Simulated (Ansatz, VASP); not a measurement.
## Two plane-wave programs on Ca

```
CELL_PARAMETERS angstrom
-2.19167 2.19167 2.19167
2.19167 -2.19167 2.19167
2.19167 2.19167 -2.19167
ATOMIC_POSITIONS crystal
Ca 0.00000 0.00000 0.00000
```

Alike in both runs: functional PBE; k mesh 14 × 14 × 14; occupations gaussian, width 0.1 eV; no spin polarisation.

Ansatz relaxed the structure, and its values are those at the end. VASP's run is a single point on that final structure, the one shown.

|  | VASP | Ansatz |
| --- | --- | --- |
| version | VASP 6.6.1 | Ansatz 0.2.0 |
| potentials or method | VASP PAW PBE potentials, release 64 (Ca_sv), cutoff 520 eV | scalar-relativistic, plane waves, PAW |
| valence electrons in the cell | 10 | 10 |

```tsv
	VASP	Ansatz	Ansatz less VASP
gap on the k mesh at the Fermi level (eV)	none	none	-
pressure (GPa)	0.0	0.0	-0.02
```

A gap of «none» marks a metal or a gap that the smearing closes.
